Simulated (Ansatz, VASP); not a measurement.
# SrRu3 in VASP and in Ansatz

```xyz
4
Lattice="4.1917 0.0000 0.0000 0.0000 4.1917 0.0000 0.0000 0.0000 4.1917" Properties=species:S:1:pos:R:3 pbc="T T T"
Sr    0.0000    0.0000    0.0000
Ru    0.0000    2.0958    2.0958
Ru    2.0958    2.0958    0.0000
Ru    2.0958    0.0000    2.0958
```

Alike in both runs: task single point; functional PBEsol; k mesh 8 × 8 × 8; occupations gaussian, width 0.05 eV; no spin polarisation.

|  | VASP | Ansatz |
| --- | --- | --- |
| version | VASP 6.6.1 | Ansatz 0.2.0 |
| potentials or method | VASP PAW PBE potentials, release 64 (Sr_sv, Ru_pv), cutoff 520 eV | scalar-relativistic, plane waves, PAW |
| valence electrons in the cell | 52 | 58 |

VASP gave:

| Item | Value |
| --- | --- |
| pressure (GPa) | -11.4 |

What did Ansatz give for the same quantities?

Pressure (GPa): -11.8.

VASP's potentials were made for PBE, not for PBEsol. The functional is the same, so the differences come from potentials, cutoffs and numerics. VASP's potentials hold 52 valence electrons a cell and Ansatz's 58, so a difference there can come from the potentials and not from the codes.
